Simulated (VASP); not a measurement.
# Y2Te (I4/mmm) in VASP: single point with PBE

Aim: the single point of Y2Te with PBE.

Program: VASP 6.6.1. These are calculated values, not measurements. Logs are shortened: lines on timing, memory, paths and dates and some standing lists are left out, and cuts for length are marked.

### Step 1. The cell of the first run

Symmetry: I4/mmm, No. 139, tetragonal system. The conventional cell has a = 4.804 Å, b = 4.804 Å, c = 7.879 Å, α = 90.00°, β = 90.00°, γ = 90.00°. Within 2.0 Å of Y (site symmetry 4mm) lie 1 Y at 1.47 Å. Within 4.2 Å of Te (site symmetry 4/mmm) lie 10 Y at 3.21 to 3.48 Å.

### Step 2. Single point, PBE

The input, INCAR:

```
SYSTEM = Y2Te
ALGO = Normal
EDIFF = 1E-6
ENCUT = 520
GGA = PE
ISIF = 2
ISMEAR = 0
LASPH = .TRUE.
LCHARG = .FALSE.
LREAL = .FALSE.
LWAVE = .FALSE.
NBANDS = 21
NELM = 80
PREC = Accurate
SIGMA = 0.1
```

The input, KPOINTS:

```
k-points
0
G
  6 6 6
  0 0 0
```

The input, POSCAR:

```
Y2Te
1.0
   -2.4019695498      2.4019695498      3.9394770508
    2.4019695498     -2.4019695498      3.9394770508
    2.4019695498      2.4019695498     -3.9394770508
Y Te
2 1
Direct
    0.5930000000      0.5930000000      0.0000000000
    0.4070000000      0.4070000000      0.0000000000
    0.0000000000      0.0000000000      0.0000000000
```

Potentials or basis: VASP PAW PBE potentials, release 64 (Y_sv, Te).

Run with:

```
$ cat potpaw_PBE.64/Y_sv/POTCAR potpaw_PBE.64/Te/POTCAR > POTCAR
$ mpirun -np 1 vasp_std > vasp.out
```

OUTCAR:

```text
SYSTEM = Y2Te
   EDIFF = 1E-6
   ENCUT = 520
   GGA = PE
   ISIF = 2
   ISMEAR = 0
   LASPH = .TRUE.
   LREAL = .FALSE.
   NELM = 80
   PREC = Accurate

 ion  position               nearest neighbor table
   1  0.593  0.593  0.000-   2 1.47   3 3.21   3 3.48   3 3.48   3 3.48   3 3.48   2 4.20   2 4.20
                             2 4.20   2 4.20
   2  0.407  0.407  0.000-   1 1.47   3 3.21   3 3.48   3 3.48   3 3.48   3 3.48   1 4.20   1 4.20
                             1 4.20   1 4.20
   3  0.000  0.000  0.000-   1 3.21   2 3.21   1 3.48   2 3.48   1 3.48   1 3.48   1 3.48   2 3.48
                             2 3.48   2 3.48

 -----------------------------------------------------------------------------
|                                                                             |
|           W    W    AA    RRRRR   N    N  II  N    N   GGGG   !!!           |
|           W    W   A  A   R    R  NN   N  II  NN   N  G    G  !!!           |
|           W    W  A    A  R    R  N N  N  II  N N  N  G       !!!           |
|           W WW W  AAAAAA  RRRRR   N  N N  II  N  N N  G  GGG   !            |
|           WW  WW  A    A  R   R   N   NN  II  N   NN  G    G                |
|           W    W  A    A  R    R  N    N  II  N    N   GGGG   !!!           |
|                                                                             |
|     The distance between some ions is very small. Please check the          |
|     nearest-neighbor list in the OUTCAR file.                               |
|     I HOPE YOU KNOW WHAT YOU ARE DOING!                                     |
|                                                                             |
 -----------------------------------------------------------------------------

  LATTYP: Found a body centered tetragonal cell.
 ALAT       =     4.8039390996
 C/A-ratio  =     1.6401028278

  Lattice vectors:

 A1 = (  -2.4019695498,   2.4019695498,   3.9394770508)
 A2 = (   2.4019695498,  -2.4019695498,   3.9394770508)
 A3 = (   2.4019695498,   2.4019695498,  -3.9394770508)

Analysis of symmetry for initial positions (statically):
=====================================================================
 Subroutine PRICEL returns:
 Original cell was already a primitive cell.

 Routine SETGRP: Setting up the symmetry group for a
 body centered tetragonal supercell.

 Subroutine GETGRP returns: Found 16 space group operations
 (whereof 16 operations were pure point group operations)
 out of a pool of 16 trial point group operations.

The static configuration has the point symmetry D_4h.

Analysis of symmetry for dynamics (positions and initial velocities):
=====================================================================
 Subroutine PRICEL returns:
 Original cell was already a primitive cell.

 Routine SETGRP: Setting up the symmetry group for a
 body centered tetragonal supercell.

 Subroutine GETGRP returns: Found 16 space group operations
 (whereof 16 operations were pure point group operations)
 out of a pool of 16 trial point group operations.

The dynamic configuration has the point symmetry D_4h.

 Subroutine INISYM returns: Found 16 space group operations
 (whereof 16 operations are pure point group operations),
 and found     1 'primitive' translations

----------------------------------------------------------------------------------------

                                     Primitive cell

  volume of cell :      90.9146

  direct lattice vectors                    reciprocal lattice vectors
    -2.401969550  2.401969550  3.939477051     0.000000000  0.208162506  0.126920399
     2.401969550 -2.401969550  3.939477051     0.208162506  0.000000000  0.126920399
     2.401969550  2.401969550 -3.939477051     0.208162506  0.208162506  0.000000000

  length of vectors
     5.201768437  5.201768437  5.201768437     0.243804053  0.243804053  0.294386239

  position of ions in fractional coordinates (direct lattice)
     0.593000000  0.593000000  0.000000000
     0.407000000  0.407000000  0.000000000
     0.000000000  0.000000000  0.000000000

  ion indices of the primitive-cell ions
   primitive index   ion index
                 1           1
                 2           2
                 3           3

----------------------------------------------------------------------------------------

 KPOINTS: k-points

Automatic generation of k-mesh.
 Grid dimensions read from file:
 generate k-points for:    6    6    6

 Generating k-lattice:

  Cartesian coordinates                     Fractional coordinates (reciprocal lattice)
     0.000000000  0.034693751  0.021153400     0.166666667  0.000000000 -0.000000000
     0.034693751  0.000000000  0.021153400     0.000000000  0.166666667 -0.000000000
     0.034693751  0.034693751  0.000000000     0.000000000  0.000000000  0.166666667

  Length of vectors
     0.040634009  0.040634009  0.049064373

  Shift w.r.t. Gamma in fractional coordinates (k-lattice)
     0.000000000  0.000000000  0.000000000

 Subroutine IBZKPT returns following result:
 ===========================================

 Found     30 irreducible k-points:

 Following reciprocal coordinates:
            Coordinates               Weight
  0.000000  0.000000  0.000000      1.000000
  0.166667 -0.000000  0.000000      8.000000
  0.333333 -0.000000  0.000000      8.000000
  0.500000  0.000000  0.000000      4.000000
  0.166667  0.166667  0.000000      8.000000
  0.333333  0.166667  0.000000     16.000000
[... 16 lines left out ...]
 -0.333333 -0.333333  0.166667      8.000000
 -0.166667 -0.333333  0.166667      8.000000
 [... further k-points ...]
   k-points           NKPTS =     30   k-points in BZ     NKDIM =     30   number of bands    NBANDS=     21
   number of dos      NEDOS =    301   number of ions     NIONS =      3
   total plane-waves  NPLWV =  64000
   dimension x,y,z NGX =    40 NGY =   40 NGZ =   40
   dimension x,y,z NGXF=    80 NGYF=   80 NGZF=   80
   ions per type =               2   1
   NGX,Y,Z   is equivalent  to a cutoff of  12.78, 12.78, 12.78 a.u.
   NGXF,Y,Z  is equivalent  to a cutoff of  25.57, 25.57, 25.57 a.u.
 SYSTEM =  Y2Te
   PREC   = accura    normal or accurate (medium, high low for compatibility)
   ISTART =      0    job   : 0-new  1-cont  2-samecut
   ICHARG =      2    charge: 1-file 2-atom 10-const
   ISPIN  =      1    spin polarized calculation?
   LNONCOLLINEAR =      F non collinear calculations
   LSORBIT =      F    spin-orbit coupling
   LASPH  =      T    aspherical Exc in radial PAW
   ENCUT  =  520.0 eV  38.22 Ry    6.18 a.u.   9.67  9.67  9.67*2*pi/ulx,y,z
   NELM   =     80;   NELMIN=  2; NELMDL= -5     # of ELM steps
   EDIFF  = 0.1E-05   stopping-criterion for ELM
   LREAL  =      F    real-space projection
   EDIFFG = 0.1E-04   stopping-criterion for IOM
   NSW    =      0    number of steps for IOM
   IBRION =     -1    ionic relax: 0-MD 1-quasi-New 2-CG
   NFREE  =      0    steps in history (QN), initial steepest desc. (CG)
   ISIF   =      2    stress and relaxation
   ISYM   =      2    0-nonsym 1-usesym 2-fastsym
   POTIM  = 0.5000    time-step for ionic-motion
   TEBEG  =    0.0;   TEEND  =   0.0 temperature during run
   PSTRESS=    0.0 pullay stress
   NELECT =      28.0000    total number of electrons
   NUPDOWN=      -1.0000    fix difference up-down
   EMIN   =  10.00;   EMAX   =-10.00  energy-range for DOS
   EFERMI =   0.00;   METHOD = LEGACY
   ISMEAR =     0;   SIGMA  =   0.10  broadening in eV -4-tet -1-fermi 0-gaus
   EFERMI_NEDOS =   21; number of points for ismear=-14 and -15
   IALGO  =     38    algorithm
   IMIX   =      4    mixing-type and parameters
     AMIX     =   0.40;   BMIX     =  1.00
     AMIX_MAG =   1.60;   BMIX_MAG =  1.00
  volume/ion in A,a.u.               =      30.30       204.51
  Fermi-wavevector in a.u.,A,eV,Ry     =   1.105562  2.089209 16.629948  1.222267
  Thomas-Fermi vector in A             =   2.242050
   LORBIT       =      0    0 simple, 1 ext, 2 COOP (PROOUT), +10 PAW based schemes
   GGA     = PE    functional components
   LHFCALC =     F    Hartree Fock is set to
   AEXX    =    0.0000 exact exchange contribution
   IVDW    =     0    specifies the selected vdW correction
   LEPSILON=     F    determine dielectric tensor
   LRPA    =     F    only Hartree local field effects (RPA)
 non-spin polarized calculation
 Gauss-broadening in eV      SIGMA  =   0.10
  energy-cutoff  :      520.00
  volume of cell :       90.91
 maximum number of plane-waves:      2464
   NGX = 19   NGY = 19   NGZ = 19

 number of electron      27.9999999 magnetization

 Free energy of the ion-electron system (eV)
  ---------------------------------------------------
  ext. energy  EPLUGINS =         0.00000000
  ---------------------------------------------------
  free energy    TOTEN  =        25.60963677 eV

  energy without entropy =       25.65157876  energy(sigma->0) =       25.63060776

 E-fermi :   3.2175     XC(G=0):  -9.1750

 val. band max:        3.2170218863   @ k =  -0.3333   0.5000   0.3333
 cond. band min:       3.2353461263   @ k =  -0.1667  -0.3333   0.1667
 fundamental gap:      0.0183242400
 Fermi energy:         3.2174800122

 k-point     1 :       0.0000    0.0000    0.0000
  band No.  band energies     occupation
      1     -46.3123      2.00000
      2     -35.5515      2.00000
      3     -23.6718      2.00000
      4     -22.9646      2.00000
      5     -22.9646      2.00000
      6     -15.5844      2.00000
[... 13 lines left out ...]
     20       6.9507      0.00000
     21       7.6631      0.00000

 k-point     2 :       0.1667   -0.0000    0.0000
  band No.  band energies     occupation
      1     -46.3122      2.00000
      2     -35.5522      2.00000
      3     -23.6658      2.00000
      4     -22.9688      2.00000
      5     -22.9657      2.00000
      6     -15.5814      2.00000
[... 13 lines left out ...]
     20       7.3075      0.00000
     21       7.9396      0.00000

 k-point     3 :       0.3333   -0.0000    0.0000
  band No.  band energies     occupation
      1     -46.3120      2.00000
      2     -35.5534      2.00000
      3     -23.6537      2.00000
      4     -22.9775      2.00000
      5     -22.9678      2.00000
      6     -15.5752      2.00000
[... 13 lines left out ...]
     20       7.8248      0.00000
     21       8.3815      0.00000

 k-point     4 :       0.5000    0.0000    0.0000
  band No.  band energies     occupation
      1     -46.3119      2.00000
      2     -35.5541      2.00000
      3     -23.6476      2.00000
      4     -22.9819      2.00000
      5     -22.9689      2.00000
      6     -15.5720      2.00000
[... 13 lines left out ...]
     20       8.2161      0.00000
     21       8.9295      0.00000

 k-point     5 :       0.1667    0.1667    0.0000
  band No.  band energies     occupation
      1     -46.3121      2.00000
      2     -35.5531      2.00000
      3     -23.6569      2.00000
      4     -22.9717      2.00000
      5     -22.9696      2.00000
      6     -15.5758      2.00000
[... 13 lines left out ...]
     20       8.1699      0.00000
     21       9.0824      0.00000
[... 382 lines left out ...]
     20       8.1275      0.00000
     21       9.4065      0.00000

 k-point    22 :      -0.1667    0.5000    0.1667
  band No.  band energies     occupation
      1     -46.3118      2.00000
      2     -35.5548      2.00000
      3     -23.6423      2.00000
      4     -22.9805      2.00000
      5     -22.9708      2.00000
      6     -15.5629      2.00000
[... 13 lines left out ...]
     20       8.4533      0.00000
     21       9.4180      0.00000

 k-point    23 :      -0.3333   -0.3333    0.1667
  band No.  band energies     occupation
      1     -46.3118      2.00000
      2     -35.5552      2.00000
      3     -23.6399      2.00000
      4     -22.9761      2.00000
      5     -22.9743      2.00000
      6     -15.5576      2.00000
[... 13 lines left out ...]
     20       8.6577      0.00000
     21       9.3868      0.00000

 k-point    24 :      -0.1667   -0.3333    0.1667
  band No.  band energies     occupation
      1     -46.3120      2.00000
      2     -35.5542      2.00000
      3     -23.6487      2.00000
      4     -22.9734      2.00000
      5     -22.9702      2.00000
      6     -15.5628      2.00000
[... 13 lines left out ...]
     20       9.2038      0.00000
     21       9.3629      0.00000

 [... further k-points ...]

------------------------ aborting loop because EDIFF is reached ----------------------------------------

  FORCE on cell =-STRESS in cart. coord.  units (eV):
  Direction    XX          YY          ZZ          XY          YZ          ZX
  --------------------------------------------------------------------------------------
  -------------------------------------------------------------------------------------
  Total       -4.9002806     -4.9002806    162.1977584      0.0000000      0.0000000     -0.0000000
  in kB      -86.3570852    -86.3570852   2858.3925352      0.0000000      0.0000000     -0.0000000
  external PRESSURE =     895.2261216 kB  Pullay stress =       0.0000000 kB

 VOLUME and BASIS-vectors are now :
 -----------------------------------------------------------------------------
  energy-cutoff  :      520.00
  volume of cell :       90.91
      direct lattice vectors                 reciprocal lattice vectors
    -2.401969550  2.401969550  3.939477051     0.000000000  0.208162506  0.126920399
     2.401969550 -2.401969550  3.939477051     0.208162506  0.000000000  0.126920399
     2.401969550  2.401969550 -3.939477051     0.208162506  0.208162506  0.000000000

 POSITION                                       TOTAL-FORCE (eV/Angst)
 -----------------------------------------------------------------------------------
      0.00000      0.00000      4.67222         0.000000      0.000000    109.570968
      0.00000      0.00000      3.20673         0.000000      0.000000   -109.570968
      0.00000      0.00000      0.00000        -0.000000     -0.000000      0.000000
 -----------------------------------------------------------------------------------
    total drift:                                0.000000     -0.000000      0.000000

  FREE ENERGIE OF THE ION-ELECTRON SYSTEM (eV)
  ---------------------------------------------------
  free  energy   TOTEN  =        25.6096367665 eV

  energy  without entropy=       25.6515787627  energy(sigma->0) =       25.63060776
```

Wall time 61 s (1 thread of AMD EPYC 9R14 (Zen 4), shared host); peak memory 0.25 GiB.

Results:

```
Free energy            : 25.6096 eV
Pressure               : 89.5 GPa
Largest force          : 109.571 eV/Å
Band gap on the k mesh : zero (band 14 reaches 3.38 eV, above the bottom of band 15 at 2.84 eV)
```

Forces in eV/Å, atoms in the order of the input:
```
Y      0.000    0.000  109.571
Y      0.000    0.000 -109.571
Te     0.000    0.000    0.000
```

Stress tensor (GPa, compression positive):
```
 -8.64   0.00   0.00
  0.00  -8.64   0.00
  0.00   0.00 285.84
```

Levels at points of the mesh, in eV from the Fermi level:
```csv
k point,band 10,band 11,band 12,band 13,band 14,band 15,band 16,band 17,band 18,band 19
"(0.00, 0.00, 0.00)",-2.32,-1.70,-1.70,-1.62,-0.63,-0.38,0.73,0.73,2.60,3.30
"(0.50, 0.00, 0.00)",-4.73,-2.90,-2.51,-0.71,0.04,0.05,1.80,2.04,2.69,3.64
"(0.50, 0.50, 0.00)",-3.38,-2.54,-2.25,-1.81,-0.02,0.63,0.66,0.74,2.19,2.66
"(0.50, 0.50, 0.50)",-3.12,-2.23,-2.23,-1.68,-1.30,0.04,0.25,0.25,2.91,5.59
```

Caveat: spin-orbit coupling is left out, which moves the levels of the heavy elements; forces of over 1 eV/Å act on the atoms, so gaps and moduli don't describe the material at rest.
